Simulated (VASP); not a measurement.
# Pt (R-3m) in VASP: single point with PBEsol

Aim: the single point of Pt with PBEsol.

All numbers are computed with VASP 6.6.1; they aren't measurements. Logs are shortened: lines on timing, memory, paths and dates and some standing lists are left out, and cuts for length are marked.

### 1 The cell of the first run

Symmetry: R-3m, No. 166, trigonal system. The conventional cell has a = 2.837 Å, b = 2.837 Å, c = 6.462 Å, α = 90.00°, β = 90.00°, γ = 120.00°. Pt (site symmetry -3m) has 12 Pt at 2.71 to 2.84 Å within 3.6 Å.

### 2 Single point, PBEsol

Input file INCAR:

```
PREC = Accurate
ENCUT = 520
EDIFF = 1E-7
ISMEAR = 0
SIGMA = 0.15
LREAL = F
LASPH = T
NELM = 60
ALGO = Fast
ISIF = 2
LWAVE = F
LCHARG = T
GGA = PS
LELF = T
LVHAR = T
NBANDS = 11
```

Input file KPOINTS:

```
regular mesh
0
Gamma
  24 24 24
```

Input file POSCAR:

```
Pt
1.0
   -0.0936058457      1.9122337042      1.9122337042
    1.9122337042     -0.0936058457      1.9122337042
    1.9122337042      1.9122337042     -0.0936058457
Pt
1
Direct
    0.0000000000      0.0000000000      0.0000000000
```

Potentials or basis: VASP PAW PBE potentials, release 64 (Pt).

On the command line:

```sh
cat potpaw_PBE.64/Pt/POTCAR > POTCAR
mpirun -np 1 vasp_std > vasp.out
```

OUTCAR:

```text
PREC = Accurate
   ENCUT = 520
   EDIFF = 1E-7
   ISMEAR = 0
   LREAL = F
   LASPH = T
   NELM = 60
   ISIF = 2
   GGA = PS

 ion  position               nearest neighbor table
   1  0.000  0.000  0.000-

  LATTYP: Found a trigonal (rhomboedric) cell.
 ALAT       =     2.7059263725
 COS(alpha) =     0.4505091948

  Lattice vectors:

 A1 = (  -0.0936058457,   1.9122337042,   1.9122337042)
 A2 = (   1.9122337042,  -0.0936058457,   1.9122337042)
 A3 = (   1.9122337042,   1.9122337042,  -0.0936058457)

Analysis of symmetry for initial positions (statically):
=====================================================================
 Subroutine PRICEL returns:
 Original cell was already a primitive cell.

 Routine SETGRP: Setting up the symmetry group for a
 trigonal (rhombohedral) supercell.

 Subroutine GETGRP returns: Found 12 space group operations
 (whereof 12 operations were pure point group operations)
 out of a pool of 12 trial point group operations.

The static configuration has the point symmetry D_3d.

Analysis of symmetry for dynamics (positions and initial velocities):
=====================================================================
 Subroutine PRICEL returns:
 Original cell was already a primitive cell.

 Routine SETGRP: Setting up the symmetry group for a
 trigonal (rhombohedral) supercell.

 Subroutine GETGRP returns: Found 12 space group operations
 (whereof 12 operations were pure point group operations)
 out of a pool of 12 trial point group operations.

The dynamic configuration has the point symmetry D_3d.

 Subroutine INISYM returns: Found 12 space group operations
 (whereof 12 operations are pure point group operations),
 and found     1 'primitive' translations

----------------------------------------------------------------------------------------

                                     Primitive cell

  volume of cell :      15.0107

  direct lattice vectors                    reciprocal lattice vectors
    -0.093605846  1.912233704  1.912233704    -0.243018041  0.255526322  0.255526322
     1.912233704 -0.093605846  1.912233704     0.255526322 -0.243018041  0.255526322
     1.912233704  1.912233704 -0.093605846     0.255526322  0.255526322 -0.243018041

  length of vectors
     2.705926372  2.705926372  2.705926372     0.435482687  0.435482687  0.435482687

  position of ions in fractional coordinates (direct lattice)
     0.000000000  0.000000000  0.000000000

  ion indices of the primitive-cell ions
   primitive index   ion index
                 1           1

----------------------------------------------------------------------------------------

 KPOINTS: regular mesh

Automatic generation of k-mesh.
 Grid dimensions read from file:
 generate k-points for:   24   24   24

 Generating k-lattice:

  Cartesian coordinates                     Fractional coordinates (reciprocal lattice)
    -0.010125752  0.010646930  0.010646930     0.041666667  0.000000000  0.000000000
     0.010646930 -0.010125752  0.010646930     0.000000000  0.041666667  0.000000000
     0.010646930  0.010646930 -0.010125752     0.000000000  0.000000000  0.041666667

  Length of vectors
     0.018145112  0.018145112  0.018145112

  Shift w.r.t. Gamma in fractional coordinates (k-lattice)
     0.000000000  0.000000000  0.000000000

 Subroutine IBZKPT returns following result:
 ===========================================

 Found   1313 irreducible k-points:

 Following reciprocal coordinates:
            Coordinates               Weight
  0.000000  0.000000  0.000000      1.000000
  0.041667 -0.000000 -0.000000      6.000000
  0.083333 -0.000000 -0.000000      6.000000
  0.125000  0.000000  0.000000      6.000000
  0.166667  0.000000  0.000000      6.000000
  0.208333 -0.000000 -0.000000      6.000000
[... 16 lines left out ...]
  0.416667  0.041667 -0.000000     12.000000
  0.458333  0.041667 -0.000000     12.000000
 [... further k-points ...]
   k-points           NKPTS =   1313   k-points in BZ     NKDIM =   1313   number of bands    NBANDS=     11
   number of dos      NEDOS =    301   number of ions     NIONS =      1
   total plane-waves  NPLWV =   8000
   dimension x,y,z NGX =    20 NGY =   20 NGZ =   20
   dimension x,y,z NGXF=    40 NGYF=   40 NGZF=   40
   ions per type =               1
   NGX,Y,Z   is equivalent  to a cutoff of  12.29, 12.29, 12.29 a.u.
   NGXF,Y,Z  is equivalent  to a cutoff of  24.58, 24.58, 24.58 a.u.
 SYSTEM =  unknown system
   PREC   = accura    normal or accurate (medium, high low for compatibility)
   ISTART =      0    job   : 0-new  1-cont  2-samecut
   ICHARG =      2    charge: 1-file 2-atom 10-const
   ISPIN  =      1    spin polarized calculation?
   LNONCOLLINEAR =      F non collinear calculations
   LSORBIT =      F    spin-orbit coupling
   LASPH  =      T    aspherical Exc in radial PAW
   ENCUT  =  520.0 eV  38.22 Ry    6.18 a.u.   5.03  5.03  5.03*2*pi/ulx,y,z
   NELM   =     60;   NELMIN=  2; NELMDL= -5     # of ELM steps
   EDIFF  = 0.1E-06   stopping-criterion for ELM
   LREAL  =      F    real-space projection
   EDIFFG = 0.1E-05   stopping-criterion for IOM
   NSW    =      0    number of steps for IOM
   IBRION =     -1    ionic relax: 0-MD 1-quasi-New 2-CG
   NFREE  =      0    steps in history (QN), initial steepest desc. (CG)
   ISIF   =      2    stress and relaxation
   ISYM   =      2    0-nonsym 1-usesym 2-fastsym
   POTIM  = 0.5000    time-step for ionic-motion
   TEBEG  =    0.0;   TEEND  =   0.0 temperature during run
   PSTRESS=    0.0 pullay stress
   NELECT =      10.0000    total number of electrons
   NUPDOWN=      -1.0000    fix difference up-down
   EMIN   =  10.00;   EMAX   =-10.00  energy-range for DOS
   EFERMI =   0.00;   METHOD = LEGACY
   ISMEAR =     0;   SIGMA  =   0.15  broadening in eV -4-tet -1-fermi 0-gaus
   EFERMI_NEDOS =   21; number of points for ismear=-14 and -15
   IALGO  =     68    algorithm
   IMIX   =      4    mixing-type and parameters
     AMIX     =   0.40;   BMIX     =  1.00
     AMIX_MAG =   1.60;   BMIX_MAG =  1.00
  volume/ion in A,a.u.               =      15.01       101.30
  Fermi-wavevector in a.u.,A,eV,Ry     =   1.429797  2.701924 27.814648  2.044319
  Thomas-Fermi vector in A             =   2.549712
   LORBIT       =      0    0 simple, 1 ext, 2 COOP (PROOUT), +10 PAW based schemes
   GGA     = PS    functional components
   LHFCALC =     F    Hartree Fock is set to
   AEXX    =    0.0000 exact exchange contribution
   IVDW    =     0    specifies the selected vdW correction
   LEPSILON=     F    determine dielectric tensor
   LRPA    =     F    only Hartree local field effects (RPA)
 non-spin polarized calculation
 RMM-DIIS sequential band-by-band and
 Gauss-broadening in eV      SIGMA  =   0.15
  energy-cutoff  :      520.00
  volume of cell :       15.01
 maximum number of plane-waves:       425
   NGX = 11   NGY = 11   NGZ = 11

 number of electron      10.0000000 magnetization

 number of electron       9.9999999 magnetization

 Free energy of the ion-electron system (eV)
  ---------------------------------------------------
  ext. energy  EPLUGINS =         0.00000000
  ---------------------------------------------------
  free energy    TOTEN  =        -6.94649266 eV

  energy without entropy =       -6.92829676  energy(sigma->0) =       -6.93739471

 E-fermi :  11.1716     XC(G=0): -13.6504

 val. band max:       11.1698072670   @ k =  -0.4583   0.2083   0.0000
 cond. band min:      11.1731530341   @ k =  -0.3333  -0.3333   0.1250
 fundamental gap:      0.0033457671
 Fermi energy:        11.1715899157

 k-point     1 :       0.0000    0.0000    0.0000
  band No.  band energies     occupation
      1       0.8368      2.00000
      2       6.9593      2.00000
      3       6.9593      2.00000
      4       7.9732      2.00000
      5       9.6398      2.00000
      6       9.6398      2.00000
      7      25.7291      0.00000
      8      30.0619      0.00000
      9      30.0619      0.00000
     10      32.4824      0.00000
     11      36.1346      0.00000

 k-point     2 :       0.0417   -0.0000   -0.0000
  band No.  band energies     occupation
      1       0.9046      2.00000
      2       6.9483      2.00000
      3       6.9767      2.00000
      4       7.9885      2.00000
      5       9.6264      2.00000
      6       9.6270      2.00000
      7      25.8309      0.00000
      8      29.7637      0.00000
      9      30.1771      0.00000
     10      32.5046      0.00000
     11      36.5530      0.00000

 k-point     3 :       0.0833   -0.0000   -0.0000
  band No.  band energies     occupation
      1       1.1045      2.00000
      2       6.9127      2.00000
      3       7.0240      2.00000
      4       8.0385      2.00000
      5       9.5935      2.00000
      6       9.5951      2.00000
      7      26.1189      0.00000
      8      28.9827      0.00000
      9      30.5175      0.00000
     10      32.6825      0.00000
     11      37.4570      0.00000

 k-point     4 :       0.1250    0.0000    0.0000
  band No.  band energies     occupation
      1       1.4253      2.00000
      2       6.8544      2.00000
      3       7.0868      2.00000
      4       8.1242      2.00000
      5       9.5616      2.00000
      6       9.5646      2.00000
      7      26.5286      0.00000
      8      27.9526      0.00000
      9      31.0668      0.00000
     10      33.0704      0.00000
     11      37.3272      0.00000
[... 239 lines left out ...]
 k-point    22 :       0.3750    0.0417   -0.0000
  band No.  band energies     occupation
      1       3.6389      2.00000
      2       6.9222      2.00000
      3       8.0327      2.00000
      4       8.1614      2.00000
      5      10.4086      2.00000
      6      10.9163      1.98393
      7      20.0556      0.00000
      8      26.4271      0.00000
      9      31.3049      0.00000
     10      32.6906      0.00000
     11      36.6115      0.00000

 k-point    23 :       0.4167    0.0417   -0.0000
  band No.  band energies     occupation
      1       3.7143      2.00000
      2       6.8383      2.00000
      3       8.0269      2.00000
      4       8.8240      2.00000
      5      10.7406      1.99995
      6      11.2395      0.52178
      7      18.6176      0.00000
      8      26.0343      0.00000
      9      30.5627      0.00000
     10      31.8902      0.00000
     11      37.7293      0.00000

 k-point    24 :       0.4583    0.0417   -0.0000
  band No.  band energies     occupation
      1       3.7385      2.00000
      2       6.7789      2.00000
      3       7.9679      2.00000
      4       9.4851      2.00000
      5      11.0134      1.86427
      6      11.5154      0.00119
      7      17.4334      0.00000
      8      25.7706      0.00000
      9      30.0176      0.00000
     10      31.3655      0.00000
     11      38.6354      0.00000

 [... further k-points ...]
[... 5 lines left out ...]
  --------------------------------------------------------------------------------------
  -------------------------------------------------------------------------------------
  Total        0.1583482      0.1583482      0.1583482      0.3937133      0.3937133      0.3937133
  in kB       16.9013791     16.9013791     16.9013791     42.0232021     42.0232021     42.0232021
  external PRESSURE =      16.9013791 kB  Pullay stress =       0.0000000 kB

 VOLUME and BASIS-vectors are now :
 -----------------------------------------------------------------------------
  energy-cutoff  :      520.00
  volume of cell :       15.01
      direct lattice vectors                 reciprocal lattice vectors
    -0.093605846  1.912233704  1.912233704    -0.243018041  0.255526322  0.255526322
     1.912233704 -0.093605846  1.912233704     0.255526322 -0.243018041  0.255526322
     1.912233704  1.912233704 -0.093605846     0.255526322  0.255526322 -0.243018041

 POSITION                                       TOTAL-FORCE (eV/Angst)
 -----------------------------------------------------------------------------------
      0.00000      0.00000      0.00000         0.000000     -0.000000      0.000000
 -----------------------------------------------------------------------------------
    total drift:                                0.000000      0.000000     -0.000000

  FREE ENERGIE OF THE ION-ELECTRON SYSTEM (eV)
  ---------------------------------------------------
  free  energy   TOTEN  =        -6.9464926593 eV

  energy  without entropy=       -6.9282967572  energy(sigma->0) =       -6.93739471
```

Run time: 4.3 min. Hardware: 1 thread of Intel Xeon 8259CL, shared host; peak memory 0.33 GiB.

What came out:

```yaml
Free_energy: -6.9465 eV
Pressure: 1.7 GPa
Band_gap_on_the_k_mesh: zero (bands 5 and 6 overlap by 2.62 eV)
```

Caveat: the PAW data sets were made with another functional, which shifts forces and pressure a little; spin-orbit coupling is left out, which moves the levels of the heavy elements.
